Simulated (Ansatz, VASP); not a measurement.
## Two plane-wave programs on MgReP3

```
Mg Re P
1.0
     3.47951   -3.86311    0.00000
     3.47951    3.86311    0.00000
    -2.13023    0.00000    4.03103
Mg Re P
1 1 3
Direct
  0.50000 0.50000 0.00000
  0.00000 0.00000 0.00000
  0.66690 0.33310 0.50000
  0.33310 0.66690 0.50000
  0.00000 0.00000 0.50000
```

Alike in both runs: task relaxation of cell and atoms; functional PBE; k mesh 4 × 4 × 4; occupations gaussian, width 0.2 eV; no spin polarisation.

|  | VASP | Ansatz |
| --- | --- | --- |
| version | VASP 6.6.1 | Ansatz 0.2.0 |
| potentials or method | VASP PAW PBE potentials, release 64 (Mg, Re, P), cutoff 600 eV | scalar-relativistic, plane waves, PAW |
| valence electrons in the cell | 24 | 40 |

```tsv
	VASP	Ansatz	Ansatz less VASP
gap on the k mesh at the Fermi level, each at its own relaxed structure (eV)	none	none	-
relaxed volume (Å³/atom)	16.12	16.14	+0.019
relaxed cell length with the largest relative difference (Å)	5.025	5.014	-0.0111
```

A gap of «none» marks a metal or a gap that the smearing closes. VASP's potentials hold 24 valence electrons a cell and Ansatz's 40, so a difference there can come from the potentials and not from the codes.

The k mesh is coarse, so the values compare programs but aren't converged. Spin-orbit coupling is off throughout. Noted on VASP's run: the volume moved by over 15 % at a fixed basis, so the end points are rough.
